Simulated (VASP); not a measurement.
## C: single point with PBE

The system is C.

```
C
1.0
    -2.58538    2.58538    2.58538
     2.58538   -2.58538    2.58538
     2.58538    2.58538   -2.58538
C
12
Cartesian
  3.8781 0.6463 0.0000
  0.6463 2.5854 1.2927
  0.0000 1.2927 1.9390
  0.6463 0.0000 3.8781
  2.5854 -1.2927 1.9390
  1.9390 2.5854 -1.2927
  0.0000 3.8781 0.6463
  2.5854 1.2927 0.6463
  1.2927 1.9390 0.0000
  -1.2927 1.9390 2.5854
  1.9390 0.0000 1.2927
  1.2927 0.6463 2.5854
```

The cell was built from a structure type or drawn by symmetry, and may not be a known phase.

```json
{"Program": "VASP 6.6.1", "Task": "single point", "Functional": "PBE", "Potentials or basis": "VASP PAW PBE potentials, release 64 (C)", "Cutoff": "520 eV", "k mesh": "6 × 6 × 6", "Occupations": "gaussian, width 0.1 eV", "Spin": "no spin polarisation", "Dipole correction": "no", "Further INCAR settings": "ALGO = Normal; EDIFF = 1e-06; NBANDS = 36"}
```

```
Pressure               : 0.6 GPa
Band gap on the k mesh : 1.92 eV
```

Levels at points of the mesh, in eV from the valence-band top:
```
           k point  band 20  band 21  band 22  band 23  band 24  band 25  band 26  band 27  band 28  band 29
(0.00, 0.00, 0.00)    -0.88    -0.88     0.00     0.00     0.00     1.92     6.20     6.20     6.20     7.72
(0.50, 0.00, 0.00)    -2.84    -1.71    -1.71    -1.06    -1.06     5.26     5.26     5.51     5.51     7.32
(0.50, 0.50, 0.50)    -1.30    -1.30    -1.30    -1.30    -1.30     4.60     4.60     4.60     4.60     4.60
```

It took 60 s on 1 thread of Intel Xeon 8259CL, with other jobs on the host, peak memory 0.19 GiB.
